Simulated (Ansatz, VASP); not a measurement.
Sn: VASP beside Ansatz

The input INCAR:

```
SYSTEM = Sn
ALGO = Fast ; EDIFF = 1E-7
ENCUT = 520 ; GGA = PS
ISIF = 2 ; ISMEAR = 0
LASPH = .True. ; LCHARG = .False.
LREAL = .False. ; LWAVE = .False.
NBANDS = 21 ; NELM = 100
PREC = Accurate ; SIGMA = 0.15
```

File KPOINTS:

```
k-points
0
Gamma
  12 12 12
  0 0 0
```

The input POSCAR:

```
Sn
1.0
    0.0000000000      3.3429680000      3.2942840000
    3.3429680000      0.0000000000      3.2942840000
    3.3429680000      3.3429680000      0.0000000000
Sn
2
Direct
    0.5000000000      0.5000000000      0.5000000000
    0.7500000000      0.7500000000      0.7500000000
```

Input for Ansatz:

```yaml
crystal:
  lattice:
    - [0.0, 3.342968, 3.294284]
    - [3.342968, 0.0, 3.294284]
    - [3.342968, 3.342968, 0.0]
  atoms:
    - { symbol: Sn, position: [0.5, 0.5, 0.5] }
    - { symbol: Sn, position: [0.75, 0.75, 0.75] }
basis:
  ecutwfc: 420
kpoints:
  mp_grid: { grid: [12, 12, 12] }
hamiltonian:
  xc: pbesol
scf:
  occupations: { method: gaussian, width: 0.15 }
output:
  forces: true
  stress: true
  eigenvalues: true
```

Change from the starting cell: strain +0.030 along x and y, +0.015 along z, atoms carried along.

Alike in both runs: task single point; functional PBEsol; k mesh 12 × 12 × 12; occupations gaussian, width 0.15 eV; no spin polarisation.

|  | VASP | Ansatz |
| --- | --- | --- |
| version | VASP 6.6.1 | Ansatz 0.2.0 |
| potentials or method | VASP PAW PBE potentials, release 64 (Sn_d), cutoff 520 eV | scalar-relativistic, plane waves, PAW |
| valence electrons in the cell | 28 | 28 |

```tsv
	VASP	Ansatz	Ansatz less VASP
gap on the k mesh at the Fermi level (eV)	none	none	-
pressure (GPa)	-1.9	-1.9	+0.06
traceless stress, the component that is largest in VASP (GPa)	0.28	0.28	0.000
```

VASP's potentials were made for PBE, not for PBEsol. A gap of «none» marks a metal or a gap that the smearing closes.
